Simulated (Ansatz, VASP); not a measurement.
**One calculation of MnO, two programs**

INCAR

```
SYSTEM = MnO
ALGO = Normal ; EDIFF = 1E-6
ENCUT = 700 ; GGA_COMPAT = .FALSE.
ISIF = 2 ; ISMEAR = -1
ISPIN = 2 ; LASPH = .TRUE.
LCHARG = .FALSE. ; LMAXMIX = 4
LORBIT = 11 ; LREAL = .FALSE.
LWAVE = .FALSE. ; MAGMOM = 4 0
NBANDS = 22 ; NELM = 200
PREC = Accurate ; SIGMA = 0.05
```

KPOINTS

```
k-points
0
G
  10 10 10
  0 0 0
```

The input POSCAR:

```
MnO
1.0
    0.0000000000      2.2239077028      2.2239077028
    2.2239077028      0.0000000000      2.2239077028
    2.2239077028      2.2239077028      0.0000000000
Mn O
1 1
Direct
    0.0000000000      0.0000000000      0.0000000000
    0.5000000000      0.5000000000      0.5000000000
```

File input.yaml:

```yaml
crystal:
  lattice:
    - [0.0, 2.2239077028, 2.2239077028]
    - [2.2239077028, 0.0, 2.2239077028]
    - [2.2239077028, 2.2239077028, 0.0]
  atoms:
    - { symbol: Mn, position: [0.0, 0.0, 0.0], spin: 4.0 }
    - { symbol: O, position: [0.5, 0.5, 0.5] }
hamiltonian:
  xc: lda
  pseudopotentials: { kind: paw }
magnetization:
  spin_polarized: true
kpoints:
  mp_grid: { grid: [10, 10, 10] }
  band_path:
    path:
      - [[0.0, 0.0, 0.0], [0.5, 0.0, 0.5], [0.5, 0.25, 0.75], [0.375, 0.375, 0.75], [0.0, 0.0, 0.0], [0.5, 0.5, 0.5], [0.625, 0.25, 0.625], [0.5, 0.25, 0.75], [0.5, 0.5, 0.5], [0.375, 0.375, 0.75]]
      - [[0.625, 0.25, 0.625], [0.5, 0.0, 0.5]]
    npoints: 14
scf:
  occupations: { method: fermi_dirac, width: 0.05 }
  n_extra_bands: 6
output:
  forces: true
  stress: true
  eigenvalues: true
  fatbands: true
```

Alike in both runs: functional LDA; k mesh 10 × 10 × 10; occupations fermi-dirac, width 0.05 eV; collinear spin.

|  | VASP | Ansatz |
| --- | --- | --- |
| version | VASP 6.6.1 | Ansatz 0.2.0 |
| potentials or method | VASP PAW LDA potentials, release 64 (Mn_sv, O) | Ansatz PAW |
| plane-wave cutoff (eV) | 700 | 420 |
| valence electrons in the cell | 21 | 21 |
| task | single point | band structure |

```csv
,VASP,Ansatz,Ansatz less VASP
gap on the k mesh at the Fermi level (eV),none,none,-
pressure (GPa),-18.6,-16.5,+2.04
net moment per atom (μB),2.26,2.30,+0.041
size of the moment on the site where the two differ most (μB),0.18,0.22,+0.040
```

LDA's correlation is that of Perdew and Zunger in VASP and of Perdew and Wang (1992) in Ansatz. Site moments also hang on the region over which each program counts them. A gap of «none» marks a metal or a gap that the smearing closes.
